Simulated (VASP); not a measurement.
# SiTeS (P4mm) in VASP: single point with PBE

Aim: the single point of SiTeS with PBE.

Everything below comes from runs of VASP 6.6.1. Logs are shortened: lines on timing, memory, paths and dates and some standing lists are left out, and cuts for length are marked.

### Step 1. The cell of the first run

The structure is tetragonal, space group P4mm (No. 99). Conventional cell: a = 4.358 Å, b = 4.358 Å, c = 4.412 Å, α = 90.00°, β = 90.00°, γ = 90.00°. Si (site symmetry 4mm) has 4 Te at 3.27 Å and 4 S at 3.30 Å within 4.3 Å. Te (site symmetry 4mm) has 2 S at 2.15 to 2.26 Å within 2.8 Å. S (site symmetry 4mm) has 2 Te at 2.15 to 2.26 Å within 2.8 Å.

### Step 2. Single point, PBE

Contents of INCAR:

```
SYSTEM = SiTeS
PREC = Accurate
ENCUT = 520
EDIFF = 1E-6
ISMEAR = 0
SIGMA = 0.1
LREAL = .FALSE.
LASPH = .TRUE.
NELM = 60
ALGO = Normal
ISIF = 2
LWAVE = .FALSE.
LCHARG = .TRUE.
GGA = PE
LELF = .TRUE.
LVHAR = .TRUE.
NBANDS = 15
```

Contents of KPOINTS:

```
Automatic mesh
0
G
  4 4 4
  0 0 0
```

Contents of POSCAR:

```
SiTeS
1.0
    4.3578217900      0.0000000000      0.0000000000
    0.0000000000      4.3578217900      0.0000000000
    0.0000000000      0.0000000000      4.4122658700
Si Te S
1 1 1
Direct
    0.5000000000      0.5000000000      0.2004894300
    0.0000000000      0.0000000000      0.4476533600
    0.0000000000      0.0000000000      0.9353274300
```

Potentials or basis: VASP PAW PBE potentials, release 64 (Si, Te, S).

Run with:

```console
cat potpaw_PBE.64/Si/POTCAR potpaw_PBE.64/Te/POTCAR potpaw_PBE.64/S/POTCAR > POTCAR
mpirun -np 1 vasp_std > vasp.out
```

OUTCAR:

```text
SYSTEM = SiTeS
   PREC = Accurate
   ENCUT = 520
   EDIFF = 1E-6
   ISMEAR = 0
   LREAL = .FALSE.
   LASPH = .TRUE.
   NELM = 60
   ISIF = 2
   GGA = PE

 ion  position               nearest neighbor table
   1  0.500  0.500  0.200-   2 3.27   2 3.27   2 3.27   2 3.27
   2  0.000  0.000  0.448-   3 2.15   3 2.26   1 3.27   1 3.27   1 3.27   1 3.27
   3  0.000  0.000  0.935-   2 2.15   2 2.26

  LATTYP: Found a simple tetragonal cell.
 ALAT       =     4.3578217900
 C/A-ratio  =     1.0124934159

  Lattice vectors:

 A1 = (   4.3578217900,   0.0000000000,   0.0000000000)
 A2 = (   0.0000000000,   4.3578217900,   0.0000000000)
 A3 = (   0.0000000000,   0.0000000000,   4.4122658700)

Analysis of symmetry for initial positions (statically):
=====================================================================
 Subroutine PRICEL returns:
 Original cell was already a primitive cell.

 Routine SETGRP: Setting up the symmetry group for a
 simple tetragonal supercell.

 Subroutine GETGRP returns: Found  8 space group operations
 (whereof  8 operations were pure point group operations)
 out of a pool of 16 trial point group operations.

The static configuration has the point symmetry C_4v.

Analysis of symmetry for dynamics (positions and initial velocities):
=====================================================================
 Subroutine PRICEL returns:
 Original cell was already a primitive cell.

 Routine SETGRP: Setting up the symmetry group for a
 simple tetragonal supercell.

 Subroutine GETGRP returns: Found  8 space group operations
 (whereof  8 operations were pure point group operations)
 out of a pool of 16 trial point group operations.

The dynamic configuration has the point symmetry C_4v.

 Subroutine INISYM returns: Found  8 space group operations
 (whereof  8 operations are pure point group operations),
 and found     1 'primitive' translations

----------------------------------------------------------------------------------------

                                     Primitive cell

  volume of cell :      83.7916

  direct lattice vectors                    reciprocal lattice vectors
     4.357821790  0.000000000  0.000000000     0.229472440  0.000000000  0.000000000
     0.000000000  4.357821790  0.000000000     0.000000000  0.229472440  0.000000000
     0.000000000  0.000000000  4.412265870     0.000000000  0.000000000  0.226640921

  length of vectors
     4.357821790  4.357821790  4.412265870     0.229472440  0.229472440  0.226640921

  position of ions in fractional coordinates (direct lattice)
     0.500000000  0.500000000  0.200489430
     0.000000000  0.000000000  0.447653360
     0.000000000  0.000000000  0.935327430

  ion indices of the primitive-cell ions
   primitive index   ion index
                 1           1
                 2           2
                 3           3

----------------------------------------------------------------------------------------

 KPOINTS: Automatic mesh

Automatic generation of k-mesh.
 Grid dimensions read from file:
 generate k-points for:    4    4    4

 Generating k-lattice:

  Cartesian coordinates                     Fractional coordinates (reciprocal lattice)
     0.057368110  0.000000000  0.000000000     0.250000000  0.000000000  0.000000000
     0.000000000  0.057368110  0.000000000     0.000000000  0.250000000  0.000000000
     0.000000000  0.000000000  0.056660230     0.000000000  0.000000000  0.250000000

  Length of vectors
     0.057368110  0.057368110  0.056660230

  Shift w.r.t. Gamma in fractional coordinates (k-lattice)
     0.000000000  0.000000000  0.000000000

 Subroutine IBZKPT returns following result:
 ===========================================

 Found     18 irreducible k-points:

 Following reciprocal coordinates:
            Coordinates               Weight
  0.000000  0.000000  0.000000      1.000000
  0.250000  0.000000  0.000000      4.000000
  0.500000  0.000000  0.000000      2.000000
  0.250000  0.250000  0.000000      4.000000
  0.500000  0.250000  0.000000      4.000000
  0.500000  0.500000  0.000000      1.000000
[... 10 lines left out ...]
  0.500000  0.250000  0.500000      4.000000
  0.500000  0.500000  0.500000      1.000000
   k-points           NKPTS =     18   k-points in BZ     NKDIM =     18   number of bands    NBANDS=     15
   number of dos      NEDOS =    301   number of ions     NIONS =      3
   total plane-waves  NPLWV =  36864
   dimension x,y,z NGX =    32 NGY =   32 NGZ =   36
   dimension x,y,z NGXF=    64 NGYF=   64 NGZF=   72
   ions per type =               1   1   1
   NGX,Y,Z   is equivalent  to a cutoff of  12.21, 12.21, 13.56 a.u.
   NGXF,Y,Z  is equivalent  to a cutoff of  24.42, 24.42, 27.13 a.u.
 SYSTEM =  SiTeS
   PREC   = accura    normal or accurate (medium, high low for compatibility)
   ISTART =      0    job   : 0-new  1-cont  2-samecut
   ICHARG =      2    charge: 1-file 2-atom 10-const
   ISPIN  =      1    spin polarized calculation?
   LNONCOLLINEAR =      F non collinear calculations
   LSORBIT =      F    spin-orbit coupling
   LASPH  =      T    aspherical Exc in radial PAW
   ENCUT  =  520.0 eV  38.22 Ry    6.18 a.u.   8.10  8.10  8.20*2*pi/ulx,y,z
   NELM   =     60;   NELMIN=  2; NELMDL= -5     # of ELM steps
   EDIFF  = 0.1E-05   stopping-criterion for ELM
   LREAL  =      F    real-space projection
   EDIFFG = 0.1E-04   stopping-criterion for IOM
   NSW    =      0    number of steps for IOM
   IBRION =     -1    ionic relax: 0-MD 1-quasi-New 2-CG
   NFREE  =      0    steps in history (QN), initial steepest desc. (CG)
   ISIF   =      2    stress and relaxation
   ISYM   =      2    0-nonsym 1-usesym 2-fastsym
   POTIM  = 0.5000    time-step for ionic-motion
   TEBEG  =    0.0;   TEEND  =   0.0 temperature during run
   PSTRESS=    0.0 pullay stress
   NELECT =      16.0000    total number of electrons
   NUPDOWN=      -1.0000    fix difference up-down
   EMIN   =  10.00;   EMAX   =-10.00  energy-range for DOS
   EFERMI =   0.00;   METHOD = LEGACY
   ISMEAR =     0;   SIGMA  =   0.10  broadening in eV -4-tet -1-fermi 0-gaus
   EFERMI_NEDOS =   21; number of points for ismear=-14 and -15
   IALGO  =     38    algorithm
   IMIX   =      4    mixing-type and parameters
     AMIX     =   0.40;   BMIX     =  1.00
     AMIX_MAG =   1.60;   BMIX_MAG =  1.00
  volume/ion in A,a.u.               =      27.93       188.48
  Fermi-wavevector in a.u.,A,eV,Ry     =   0.942717  1.781477 12.091704  0.888715
  Thomas-Fermi vector in A             =   2.070354
   LORBIT       =      0    0 simple, 1 ext, 2 COOP (PROOUT), +10 PAW based schemes
   GGA     = PE    functional components
   LHFCALC =     F    Hartree Fock is set to
   AEXX    =    0.0000 exact exchange contribution
   IVDW    =     0    specifies the selected vdW correction
   LEPSILON=     F    determine dielectric tensor
   LRPA    =     F    only Hartree local field effects (RPA)
 non-spin polarized calculation
 Gauss-broadening in eV      SIGMA  =   0.10
  energy-cutoff  :      520.00
  volume of cell :       83.79
 maximum number of plane-waves:      2284
   NGX = 17   NGY = 17   NGZ = 17

 number of electron      15.9999997 magnetization

 Free energy of the ion-electron system (eV)
  ---------------------------------------------------
  ext. energy  EPLUGINS =         0.00000000
  ---------------------------------------------------
  free energy    TOTEN  =        -8.45655310 eV

  energy without entropy =       -8.43905629  energy(sigma->0) =       -8.44780470

 E-fermi :   4.8577     XC(G=0):  -8.7794

 val. band max:        4.8557853291   @ k =   0.5000   0.2500   0.5000
 cond. band min:       4.9193379821   @ k =   0.0000   0.0000   0.2500
 fundamental gap:      0.0635526531
 Fermi energy:         4.8577105088

 k-point     1 :       0.0000    0.0000    0.0000
  band No.  band energies     occupation
      1     -11.2466      2.00000
      2      -3.9637      2.00000
      3      -3.4331      2.00000
      4      -1.4497      2.00000
      5       0.0049      2.00000
      6       0.0049      2.00000
      7       5.3634      0.00000
      8       5.3634      0.00000
      9       6.0684      0.00000
     10       7.0976      0.00000
     11       7.0976      0.00000
     12       7.4521      0.00000
     13       9.2380      0.00000
     14      11.2699      0.00000
     15      11.6255      0.00000

 k-point     2 :       0.2500    0.0000    0.0000
  band No.  band energies     occupation
      1     -11.1790      2.00000
      2      -3.8621      2.00000
      3      -3.3600      2.00000
      4      -2.4122      2.00000
      5       0.1845      2.00000
      6       0.8577      2.00000
      7       4.2527      2.00000
      8       5.2758      0.00000
      9       5.4193      0.00000
     10       6.3565      0.00000
     11       7.3890      0.00000
     12       9.0463      0.00000
     13       9.1583      0.00000
     14      10.8726      0.00000
     15      11.1817      0.00000

 k-point     3 :       0.5000    0.0000    0.0000
  band No.  band energies     occupation
      1     -11.1084      2.00000
      2      -3.6612      2.00000
      3      -3.3107      2.00000
      4      -3.1188      2.00000
      5       0.3940      2.00000
      6       1.4933      2.00000
      7       3.8266      2.00000
      8       4.2534      2.00000
      9       4.9274      0.32465
     10       6.0423      0.00000
     11       7.9490      0.00000
     12       8.5668      0.00000
     13      11.0429      0.00000
     14      11.4131      0.00000
     15      12.7173      0.00000

 k-point     4 :       0.2500    0.2500    0.0000
  band No.  band energies     occupation
      1     -11.1195      2.00000
      2      -3.7558      2.00000
      3      -3.2661      2.00000
      4      -2.4723      2.00000
      5      -0.6580      2.00000
      6       1.0267      2.00000
      7       4.4523      2.00000
      8       4.8286      1.31927
      9       4.8330      1.27319
     10       6.8851      0.00000
     11       7.4517      0.00000
     12       8.9159      0.00000
     13      10.1143      0.00000
     14      11.2388      0.00000
     15      12.1919      0.00000
[... 199 lines left out ...]
 k-point    16 :       0.2500    0.2500    0.5000
  band No.  band energies     occupation
      1      -9.9049      2.00000
      2      -8.4359      2.00000
      3      -2.2007      2.00000
      4       0.8451      2.00000
      5       1.1190      2.00000
      6       1.5867      2.00000
      7       2.8119      2.00000
      8       4.5980      1.99976
      9       4.9657      0.12688
     10       6.0471      0.00000
     11       6.8845      0.00000
     12       7.7557      0.00000
     13      10.5919      0.00000
     14      11.3196      0.00000
     15      11.6822      0.00000

 k-point    17 :       0.5000    0.2500    0.5000
  band No.  band energies     occupation
      1      -9.8672      2.00000
      2      -8.3274      2.00000
      3      -2.3380      2.00000
      4       0.7756      2.00000
      5       0.9908      2.00000
      6       1.6078      2.00000
      7       1.6642      2.00000
      8       4.8558      1.02172
      9       4.9874      0.06655
     10       6.7105      0.00000
     11       6.9653      0.00000
     12       7.1373      0.00000
     13      11.0807      0.00000
     14      11.8816      0.00000
     15      13.8713      0.00000

 k-point    18 :       0.5000    0.5000    0.5000
  band No.  band energies     occupation
      1      -9.8339      2.00000
      2      -8.2417      2.00000
      3      -1.7421      2.00000
      4       0.2692      2.00000
      5       0.2692      2.00000
      6       1.1447      2.00000
      7       1.1447      2.00000
      8       4.0115      2.00000
      9       5.1794      0.00001
     10       7.0008      0.00000
     11       8.1588      0.00000
     12       8.1588      0.00000
     13      13.1937      0.00000
     14      13.1937      0.00000
     15      13.4306      0.00000

------------------------ aborting loop because EDIFF is reached ----------------------------------------

  FORCE on cell =-STRESS in cart. coord.  units (eV):
  Direction    XX          YY          ZZ          XY          YZ          ZX
  --------------------------------------------------------------------------------------
  -------------------------------------------------------------------------------------
  Total       -3.8788598     -3.8788598     23.4810220      0.0000000      0.0000000     -0.0000000
  in kB      -74.1675720    -74.1675720    448.9799760      0.0000000      0.0000000     -0.0000000
  external PRESSURE =     100.2149440 kB  Pullay stress =       0.0000000 kB

 VOLUME and BASIS-vectors are now :
 -----------------------------------------------------------------------------
  energy-cutoff  :      520.00
  volume of cell :       83.79
      direct lattice vectors                 reciprocal lattice vectors
     4.357821790  0.000000000  0.000000000     0.229472440  0.000000000  0.000000000
     0.000000000  4.357821790  0.000000000     0.000000000  0.229472440  0.000000000
     0.000000000  0.000000000  4.412265870     0.000000000  0.000000000  0.226640921

 POSITION                                       TOTAL-FORCE (eV/Angst)
 -----------------------------------------------------------------------------------
      2.17891      2.17891      0.88461         0.000000      0.000000      0.598966
      0.00000      0.00000      1.97517         0.000000     -0.000000     -1.394589
      0.00000      0.00000      4.12691         0.000000     -0.000000      0.795622
 -----------------------------------------------------------------------------------
    total drift:                               -0.000000     -0.000000      0.000734

  FREE ENERGIE OF THE ION-ELECTRON SYSTEM (eV)
  ---------------------------------------------------
  free  energy   TOTEN  =        -8.4565531015 eV

  energy  without entropy=       -8.4390562902  energy(sigma->0) =       -8.44780470
```

It took 9.5 s on 1 thread of Intel Xeon 6975P-C (Granite Rapids), shared host; peak memory 0.19 GiB.

Results:

| Item | Value |
| --- | --- |
| Free energy | -8.4566 eV |
| Pressure | 10.0 GPa |
| Largest force | 1.395 eV/Å |
| Band gap on the k mesh | zero (band 8 reaches 5.36 eV, above the bottom of band 9 at 4.52 eV) |

Forces on the atoms (eV/Å):
```
Si   0.000  0.000  0.599
Te   0.000  0.000 -1.395
S    0.000  0.000  0.796
```

Stress tensor (GPa, compression positive):
```
-7.42  0.00  0.00
 0.00 -7.42  0.00
 0.00  0.00 44.90
```

Levels at points of the mesh, in eV from the Fermi level:
| k point | band 4 | band 5 | band 6 | band 7 | band 8 | band 9 | band 10 | band 11 | band 12 | band 13 |
| --- | --- | --- | --- | --- | --- | --- | --- | --- | --- | --- |
| (0.00, 0.00, 0.00) | -6.31 | -4.85 | -4.85 | 0.51 | 0.51 | 1.21 | 2.24 | 2.24 | 2.59 | 4.38 |
| (0.50, 0.00, 0.00) | -7.98 | -4.46 | -3.36 | -1.03 | -0.60 | 0.07 | 1.18 | 3.09 | 3.71 | 6.19 |
| (0.50, 0.50, 0.00) | -6.88 | -6.04 | -6.04 | -0.35 | -0.35 | 0.93 | 1.93 | 1.93 | 5.60 | 6.19 |
| (0.00, 0.00, 0.50) | -3.34 | -3.34 | -2.62 | -2.62 | -1.55 | 1.02 | 1.89 | 2.74 | 2.74 | 3.64 |
| (0.50, 0.00, 0.50) | -4.34 | -2.98 | -2.05 | -1.49 | -0.82 | 0.38 | 0.69 | 1.10 | 2.03 | 4.68 |
| (0.50, 0.50, 0.50) | -4.59 | -4.59 | -3.71 | -3.71 | -0.85 | 0.32 | 2.14 | 3.30 | 3.30 | 8.34 |

Caveat: the k points lie up to 0.36 Å⁻¹ apart; spin-orbit coupling is left out, which moves the levels of the heavy elements; forces of over 1 eV/Å act on the atoms, so gaps and moduli don't describe the material at rest.
